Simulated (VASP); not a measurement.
Runs of VASP 6.6.1 on Au. The structure is that of space group R-3m (No. 166), or close to it. The cells are those of the table. 

| cell | further INCAR settings | gap on the mesh (eV) | pressure (GPa) |
| --- | --- | --- | --- |
| a = 2.646 Å, angles 95.9°, 1 atom | ALGO = Fast; EDIFF = 1e-06; NBANDS = 12 | none | 9.0 |
| a = 2.697 Å, angles 101.6°, 1 atom | ALGO = Fast; EDIFF = 1e-07; NBANDS = 12 | none | (b) |
| a = 2.983 Å, angles 112.1°, 1 atom | ALGO = Fast; EDIFF = 1e-06; NBANDS = 12 | none | -2.3 |
| a = 3.128 Å, angles 114.3°, 1 atom | ALGO = Fast; EDIFF = 1e-07; NBANDS = 12 | none | 32.7 |
| a = 2.766 Å, angles 105.7°, 1 atom | ALGO = Fast; EDIFF = 1e-06; NBANDS = 12 | none | -4.9 |
| a = 3.463 Å, angles 117.0°, 1 atom | ALGO = Fast; EDIFF = 1e-07; NBANDS = 12 | none | (a) |
| a = 3.280 Å, angles 115.8°, 1 atom | ALGO = Fast; EDIFF = 1e-07; NBANDS = 12 | none | 100.3 |

Alike in all rows: task single point; level PBEsol; potentials or basis VASP PAW PBE potentials, release 64 (Au); no spin polarisation; k mesh 22 × 22 × 22; cutoff (eV) 520; smearing gaussian 0.15 eV.

Q: Estimate the missing entries.

A: (a) 208.5; (b) 2.0.

Caveats: the PAW data sets were made with another functional, which shifts forces and pressure a little; spin-orbit coupling is left out, which moves the levels of the heavy elements; the cell stands under pressure (at least some runs); the cell stands under tension (at least some runs); atoms lie so close that the PAW spheres overlap strongly, which falsifies energies and pressures (at least some runs).

A k mesh can miss the band edges, and the runs leave out spin-orbit coupling on Au.

A gap of «none» marks levels without a gap at the run's occupations.
